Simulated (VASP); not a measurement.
# CuO (P4/mmm) in VASP: notebook

The runs below take CuO through single point, relaxation of cell and atoms, with PBEsol, r2SCAN.

All numbers are computed with VASP 6.6.1; they aren't measurements. Logs are shortened: lines on timing, memory, paths and dates and some standing lists are left out, and cuts for length are marked.

**1. The cell of the first run**

The structure is tetragonal, space group P4/mmm (No. 123). The conventional cell has a = 4.111 Å, b = 4.111 Å, c = 3.840 Å, α = 90.00°, β = 90.00°, γ = 90.00°. Within 2.5 Å of Cu (site symmetry mmm) lie 4 O at 1.92 to 2.06 Å. Within 2.5 Å of Cu (site symmetry 4/mmm) lie 6 O at 1.92 to 2.06 Å. O (site symmetry 4/mmm) has 6 Cu at 1.92 to 2.06 Å within 2.5 Å. Within 2.5 Å of O (site symmetry mmm) lie 4 Cu at 1.92 to 2.06 Å.

**2. Single point, PBEsol**

Contents of INCAR:

```
  PREC = Accurate
  ENCUT = 520
  EDIFF = 1E-6
  ISMEAR = -1
  SIGMA = 0.05
  LREAL = False
  LASPH = True
  NELM = 60
  ALGO = Normal
  ISIF = 2
  LWAVE = False
  LCHARG = False
  GGA = PS
  NBANDS = 34
```

Contents of KPOINTS:

```
Automatic mesh
0
Gamma
  7 7 7
```

Contents of POSCAR:

```
CuO
1.0
    4.1105392399      0.0000000000      0.0000000000
    0.0000000000      4.1105392399      0.0000000000
    0.0000000000      0.0000000000      3.8400643062
Cu O
3 3
Direct
    0.5000000000      0.0000000000      0.5000000000
    0.0000000000      0.5000000000      0.5000000000
    0.0000000000      0.0000000000      0.0000000000
    0.0000000000      0.0000000000      0.5000000000
    0.5000000000      0.0000000000      0.0000000000
    0.0000000000      0.5000000000      0.0000000000
```

Potentials or basis: VASP PAW PBE potentials, release 64 (Cu, O).

Run with:

```
$ cat potpaw_PBE.64/Cu/POTCAR potpaw_PBE.64/O/POTCAR > POTCAR
$ mpirun -np 1 vasp_std > vasp.out
```

OUTCAR:

```text
PREC = Accurate
   ENCUT = 520
   EDIFF = 1E-6
   ISMEAR = -1
   LREAL = False
   LASPH = True
   NELM = 60
   ISIF = 2
   GGA = PS

 ion  position               nearest neighbor table
   1  0.500  0.000  0.500-   5 1.92   5 1.92   4 2.06   4 2.06
   2  0.000  0.500  0.500-   6 1.92   6 1.92   4 2.06   4 2.06
   3  0.000  0.000  0.000-   4 1.92   4 1.92   6 2.06   5 2.06   6 2.06   5 2.06
   4  0.000  0.000  0.500-   3 1.92   3 1.92   1 2.06   2 2.06   2 2.06   1 2.06
   5  0.500  0.000  0.000-   1 1.92   1 1.92   3 2.06   3 2.06
   6  0.000  0.500  0.000-   2 1.92   2 1.92   3 2.06   3 2.06

  LATTYP: Found a simple tetragonal cell.
 ALAT       =     4.1105392399
 C/A-ratio  =     0.9341996468

  Lattice vectors:

 A1 = (   4.1105392399,   0.0000000000,   0.0000000000)
 A2 = (   0.0000000000,   4.1105392399,   0.0000000000)
 A3 = (   0.0000000000,   0.0000000000,   3.8400643062)

Analysis of symmetry for initial positions (statically):
=====================================================================
 Subroutine PRICEL returns:
 Original cell was already a primitive cell.

 Routine SETGRP: Setting up the symmetry group for a
 simple tetragonal supercell.

 Subroutine GETGRP returns: Found 16 space group operations
 (whereof 16 operations were pure point group operations)
 out of a pool of 16 trial point group operations.

The static configuration has the point symmetry D_4h.

Analysis of symmetry for dynamics (positions and initial velocities):
=====================================================================
 Subroutine PRICEL returns:
 Original cell was already a primitive cell.

 Routine SETGRP: Setting up the symmetry group for a
 simple tetragonal supercell.

 Subroutine GETGRP returns: Found 16 space group operations
 (whereof 16 operations were pure point group operations)
 out of a pool of 16 trial point group operations.

The dynamic configuration has the point symmetry D_4h.

 Subroutine INISYM returns: Found 16 space group operations
 (whereof 16 operations are pure point group operations),
 and found     1 'primitive' translations

----------------------------------------------------------------------------------------

                                     Primitive cell

  volume of cell :      64.8838

  direct lattice vectors                    reciprocal lattice vectors
     4.110539240  0.000000000  0.000000000     0.243277084  0.000000000  0.000000000
     0.000000000  4.110539240  0.000000000     0.000000000  0.243277084  0.000000000
     0.000000000  0.000000000  3.840064306     0.000000000  0.000000000  0.260412306

  length of vectors
     4.110539240  4.110539240  3.840064306     0.243277084  0.243277084  0.260412306

  position of ions in fractional coordinates (direct lattice)
     0.500000000  0.000000000  0.500000000
     0.000000000  0.500000000  0.500000000
     0.000000000  0.000000000  0.000000000
     0.000000000  0.000000000  0.500000000
     0.500000000  0.000000000  0.000000000
     0.000000000  0.500000000  0.000000000

  ion indices of the primitive-cell ions
   primitive index   ion index
                 1           1
                 2           2
                 3           3
                 4           4
                 5           5
                 6           6

----------------------------------------------------------------------------------------

 KPOINTS: Automatic mesh

Automatic generation of k-mesh.
 Grid dimensions read from file:
 generate k-points for:    7    7    7

 Generating k-lattice:

  Cartesian coordinates                     Fractional coordinates (reciprocal lattice)
     0.034753869  0.000000000  0.000000000     0.142857143  0.000000000  0.000000000
     0.000000000  0.034753869  0.000000000     0.000000000  0.142857143  0.000000000
     0.000000000  0.000000000  0.037201758     0.000000000  0.000000000  0.142857143

  Length of vectors
     0.034753869  0.034753869  0.037201758

  Shift w.r.t. Gamma in fractional coordinates (k-lattice)
     0.000000000  0.000000000  0.000000000

 Subroutine IBZKPT returns following result:
 ===========================================

 Found     40 irreducible k-points:

 Following reciprocal coordinates:
            Coordinates               Weight
  0.000000  0.000000  0.000000      1.000000
  0.142857  0.000000  0.000000      4.000000
  0.285714  0.000000  0.000000      4.000000
  0.428571  0.000000  0.000000      4.000000
  0.142857  0.142857  0.000000      4.000000
  0.285714  0.142857  0.000000      8.000000
[... 16 lines left out ...]
  0.285714  0.000000  0.285714      8.000000
  0.428571  0.000000  0.285714      8.000000
 [... further k-points ...]
   k-points           NKPTS =     40   k-points in BZ     NKDIM =     40   number of bands    NBANDS=     34
   number of dos      NEDOS =    301   number of ions     NIONS =      6
   total plane-waves  NPLWV =  30720
   dimension x,y,z NGX =    32 NGY =   32 NGZ =   30
   dimension x,y,z NGXF=    64 NGYF=   64 NGZF=   60
   ions per type =               3   3
   NGX,Y,Z   is equivalent  to a cutoff of  12.94, 12.94, 12.99 a.u.
   NGXF,Y,Z  is equivalent  to a cutoff of  25.88, 25.88, 25.98 a.u.
 SYSTEM =  unknown system
   PREC   = accura    normal or accurate (medium, high low for compatibility)
   ISTART =      0    job   : 0-new  1-cont  2-samecut
   ICHARG =      2    charge: 1-file 2-atom 10-const
   ISPIN  =      1    spin polarized calculation?
   LNONCOLLINEAR =      F non collinear calculations
   LSORBIT =      F    spin-orbit coupling
   LASPH  =      T    aspherical Exc in radial PAW
   ENCUT  =  520.0 eV  38.22 Ry    6.18 a.u.   7.64  7.64  7.14*2*pi/ulx,y,z
   NELM   =     60;   NELMIN=  2; NELMDL= -5     # of ELM steps
   EDIFF  = 0.1E-05   stopping-criterion for ELM
   LREAL  =      F    real-space projection
   EDIFFG = 0.1E-04   stopping-criterion for IOM
   NSW    =      0    number of steps for IOM
   IBRION =     -1    ionic relax: 0-MD 1-quasi-New 2-CG
   NFREE  =      0    steps in history (QN), initial steepest desc. (CG)
   ISIF   =      2    stress and relaxation
   ISYM   =      2    0-nonsym 1-usesym 2-fastsym
   POTIM  = 0.5000    time-step for ionic-motion
   TEBEG  =    0.0;   TEEND  =   0.0 temperature during run
   PSTRESS=    0.0 pullay stress
   NELECT =      51.0000    total number of electrons
   NUPDOWN=      -1.0000    fix difference up-down
   EMIN   =  10.00;   EMAX   =-10.00  energy-range for DOS
   EFERMI =   0.00;   METHOD = LEGACY
   ISMEAR =    -1;   SIGMA  =   0.05  broadening in eV -4-tet -1-fermi 0-gaus
   EFERMI_NEDOS =   21; number of points for ismear=-14 and -15
   IALGO  =     38    algorithm
   IMIX   =      4    mixing-type and parameters
     AMIX     =   0.40;   BMIX     =  1.00
     AMIX_MAG =   1.60;   BMIX_MAG =  1.00
  volume/ion in A,a.u.               =      10.81        72.98
  Fermi-wavevector in a.u.,A,eV,Ry     =   1.510844  2.855081 31.057319  2.282649
  Thomas-Fermi vector in A             =   2.620980
   LORBIT       =      0    0 simple, 1 ext, 2 COOP (PROOUT), +10 PAW based schemes
   GGA     = PS    functional components
   LHFCALC =     F    Hartree Fock is set to
   AEXX    =    0.0000 exact exchange contribution
   IVDW    =     0    specifies the selected vdW correction
   LEPSILON=     F    determine dielectric tensor
   LRPA    =     F    only Hartree local field effects (RPA)
 non-spin polarized calculation
  energy-cutoff  :      520.00
  volume of cell :       64.88
 maximum number of plane-waves:      1769
 NGX is ok and might be reduce to    32
   NGX = 15   NGY = 15   NGZ = 15

 number of electron      50.9999936 magnetization

 Free energy of the ion-electron system (eV)
  ---------------------------------------------------
  ext. energy  EPLUGINS =         0.00000000
  ---------------------------------------------------
  free energy    TOTEN  =       -30.58912234 eV

  energy without entropy =      -30.55945069  energy(sigma->0) =      -30.57428651

 E-fermi :   4.4170     XC(G=0): -11.6427

 val. band max:        4.4044200901   @ k =   0.4286   0.2857   0.2857
 cond. band min:       4.4565029796   @ k =   0.2857   0.2857   0.0000
 fundamental gap:      0.0520828896
 Fermi energy:         4.4170422502

 k-point     1 :       0.0000    0.0000    0.0000
  band No.  band energies     occupation
      1     -15.6298      2.00000
      2     -13.5009      2.00000
      3     -13.0413      2.00000
      4      -1.8128      2.00000
      5      -1.6697      2.00000
      6      -1.6697      2.00000
[... 26 lines left out ...]
     33      15.4840      0.00000
     34      16.1697      0.00000

 k-point     2 :       0.1429    0.0000    0.0000
  band No.  band energies     occupation
      1     -15.5887      2.00000
      2     -13.4839      2.00000
      3     -13.0709      2.00000
      4      -1.8250      2.00000
      5      -1.7882      2.00000
      6      -1.6716      2.00000
[... 26 lines left out ...]
     33      16.0865      0.00000
     34      16.1626      0.00000

 k-point     3 :       0.2857    0.0000    0.0000
  band No.  band energies     occupation
      1     -15.4915      2.00000
      2     -13.4374      2.00000
      3     -13.1506      2.00000
      4      -2.0916      2.00000
      5      -1.7246      2.00000
      6      -1.6760      2.00000
[... 26 lines left out ...]
     33      16.1425      0.00000
     34      16.9474      0.00000

 k-point     4 :       0.4286    0.0000    0.0000
  band No.  band energies     occupation
      1     -15.4081      2.00000
      2     -13.3735      2.00000
      3     -13.2477      2.00000
      4      -2.2214      2.00000
      5      -1.6798      2.00000
      6      -1.6616      2.00000
[... 26 lines left out ...]
     33      16.1206      0.00000
     34      16.6824      0.00000

 k-point     5 :       0.1429    0.1429    0.0000
  band No.  band energies     occupation
      1     -15.5477      2.00000
      2     -13.4681      2.00000
      3     -13.0973      2.00000
      4      -1.8732      2.00000
      5      -1.7855      2.00000
      6      -1.7646      2.00000
[... 621 lines left out ...]
 k-point    22 :       0.1429    0.0000    0.2857
  band No.  band energies     occupation
      1     -15.3369      2.00000
      2     -13.5160      2.00000
      3     -12.9179      2.00000
      4      -2.6374      2.00000
      5      -1.7999      2.00000
      6      -1.5816      2.00000
[... 26 lines left out ...]
     33      14.3181      0.00000
     34      17.5376      0.00000

 k-point    23 :       0.2857    0.0000    0.2857
  band No.  band energies     occupation
      1     -15.2618      2.00000
      2     -13.4198      2.00000
      3     -13.0018      2.00000
      4      -2.8242      2.00000
      5      -2.2796      2.00000
      6      -1.6147      2.00000
[... 26 lines left out ...]
     33      14.9557      0.00000
     34      16.9989      0.00000

 k-point    24 :       0.4286    0.0000    0.2857
  band No.  band energies     occupation
      1     -15.1992      2.00000
      2     -13.2847      2.00000
      3     -13.1290      2.00000
      4      -2.9067      2.00000
      5      -2.7090      2.00000
      6      -1.6423      2.00000
[... 26 lines left out ...]
     33      15.6628      0.00000
     34      16.6761      0.00000

 [... further k-points ...]

------------------------ aborting loop because EDIFF is reached ----------------------------------------

  FORCE on cell =-STRESS in cart. coord.  units (eV):
  Direction    XX          YY          ZZ          XY          YZ          ZX
  --------------------------------------------------------------------------------------
  -------------------------------------------------------------------------------------
  Total        0.1382823      0.1382823      0.4836854      0.0000000      0.0000000      0.0000000
  in kB        3.4146095      3.4146095     11.9436605      0.0000000      0.0000000      0.0000000
  external PRESSURE =       6.2576265 kB  Pullay stress =       0.0000000 kB

 VOLUME and BASIS-vectors are now :
 -----------------------------------------------------------------------------
  energy-cutoff  :      520.00
  volume of cell :       64.88
      direct lattice vectors                 reciprocal lattice vectors
     4.110539240  0.000000000  0.000000000     0.243277084  0.000000000  0.000000000
     0.000000000  4.110539240  0.000000000     0.000000000  0.243277084  0.000000000
     0.000000000  0.000000000  3.840064306     0.000000000  0.000000000  0.260412306

 POSITION                                       TOTAL-FORCE (eV/Angst)
 -----------------------------------------------------------------------------------
      2.05527      0.00000      1.92003         0.000000      0.000000      0.000000
      0.00000      2.05527      1.92003         0.000000      0.000000      0.000000
      0.00000      0.00000      0.00000         0.000000      0.000000      0.000000
      0.00000      0.00000      1.92003         0.000000      0.000000      0.000000
      2.05527      0.00000      0.00000         0.000000      0.000000      0.000000
      0.00000      2.05527      0.00000         0.000000      0.000000      0.000000
 -----------------------------------------------------------------------------------
    total drift:                                0.000000      0.000000     -0.000000

  FREE ENERGIE OF THE ION-ELECTRON SYSTEM (eV)
  ---------------------------------------------------
  free  energy   TOTEN  =       -30.5891223385 eV

  energy  without entropy=      -30.5594506851  energy(sigma->0) =      -30.57428651
```

Wall time 78 s (1 thread of Intel Xeon Platinum 8488C (Sapphire Rapids), shared host); peak memory 0.21 GiB.

Results:

```yaml
Free_energy: -30.5891 eV
Pressure: 0.6 GPa
Band_gap_on_the_k_mesh: zero (an odd number of electrons rules out a gap without spin polarisation)
```

Stress tensor (GPa, compression positive):
```
0.34 0.00 0.00
0.00 0.34 0.00
0.00 0.00 1.19
```

Levels at points of the mesh, in eV from the Fermi level:
```csv
k point,band 22,band 23,band 24,band 25,band 26,band 27,band 28,band 29,band 30,band 31
"(0.00, 0.00, 0.00)",-1.82,-1.60,-1.57,-1.57,-1.53,-1.41,1.35,6.22,7.80,8.89
```

Caveat: the PAW data sets were made with another functional, which shifts forces and pressure a little; an odd number of electrons without spin polarisation forces a metal; a magnetic or distorted state may lie lower; semilocal functionals often make such compounds metallic where correlation or magnetic order opens a gap, which also shifts bond lengths.

**3. Relaxation of cell and atoms, PBEsol, target pressure 2 GPa, at which the enthalpy is minimised**

This run uses another cell than the first one, of 11.22 Å³/atom.

Contents of INCAR:

```
ALGO = Normal ; EDIFF = 1E-6
EDIFFG = -0.01 ; ENCUT = 600
GGA = PS ; IBRION = 2
ISIF = 3 ; ISMEAR = -1
LASPH = True ; LCHARG = False
LREAL = False ; LWAVE = False
NELM = 80 ; NSW = 60
PREC = Accurate ; PSTRESS = 20.0
SIGMA = 0.05
```

Contents of KPOINTS:

```
k-points
0
Gamma
  7 7 7
```

Changes to POSCAR since step 2:

```diff
@@ -2,5 +2,5 @@
 1.0
-    4.1105392399      0.0000000000      0.0000000000
-    0.0000000000      4.1105392399      0.0000000000
-    0.0000000000      0.0000000000      3.8400643062
+    4.1609370000      0.0000000000      0.0000000000
+    0.0000000000      4.1609370000      0.0000000000
+    0.0000000000      0.0000000000      3.8876430000
 Cu O
```

Potentials or basis: VASP PAW PBE potentials, release 64 (Cu, O).

Run with:

```
$ cat potpaw_PBE.64/Cu/POTCAR potpaw_PBE.64/O/POTCAR > POTCAR
$ mpirun -np 1 vasp_std > vasp.out
```

It took 6.6 min on 1 thread of Intel Xeon Platinum 8488C (Sapphire Rapids), shared host; peak memory 0.24 GiB.

Results (log left out):

```
Free energy                                                : -30.5947 eV
Relaxed volume                                             : 10.66 Å³/atom
Relaxed cell                                               : a = 4.075 Å, b = 4.075 Å, c = 3.853 Å, α = 90.00°, β = 90.00°, γ = 90.00°
Space group after relaxing (to 0.1 Å)                      : P4/mmm (No. 123)
Energy change on relaxing (the run minimises the enthalpy) : -4.9 meV/atom
Ionic steps                                                : 6
Pressure after relaxing                                    : 2.0 GPa
Band gap on the k mesh                                     : zero (an odd number of electrons rules out a gap without spin polarisation)
```

The path:
| step | energy change (eV) | largest force (eV/Å) | pressure (GPa) | volume (Å³) |
| --- | --- | --- | --- | --- |
| 1 | 0.0000 | 0.0000 | -5.04 | 67.31 |
| 2 | 0.0352 | 0.0000 | 7.93 | 62.62 |
| 3 | -0.0309 | 0.0000 | 1.71 | 64.63 |
| 4 | -0.0321 | 0.0000 | 1.80 | 64.36 |
| 5 | -0.0303 | 0.0000 | 2.00 | 64.02 |
| 6 | -0.0296 | 0.0000 | 1.99 | 63.96 |

Final structure:
```xyz
6
Lattice="4.0746 0.0000 0.0000 0.0000 4.0746 0.0000 0.0000 0.0000 3.8527" Properties=species:S:1:pos:R:3 pbc="T T T"
Cu    2.0373    4.0746    1.9264
Cu    0.0000    2.0373    1.9264
Cu    4.0746    4.0746    3.8527
O     4.0746    4.0746    1.9264
O     2.0373    4.0746    3.8527
O     4.0746    2.0373    3.8527
```

Levels at points of the mesh, in eV from the Fermi level:
```csv
k point,band 24,band 25,band 26,band 27,band 28,band 29
"(0.00, 0.00, 0.00)",-1.55,-1.55,-1.55,-1.41,1.34,6.31
```

Caveat: the cell is relaxed towards a set pressure, so the run minimises the enthalpy, not the energy; the PAW data sets were made with another functional, which shifts forces and pressure a little; an odd number of electrons without spin polarisation forces a metal; a magnetic or distorted state may lie lower; semilocal functionals often make such compounds metallic where correlation or magnetic order opens a gap, which also shifts bond lengths.

[end of part 1 of 2]

The gap in the log of VASP goes by the Fermi energy; the results here count the filled bands.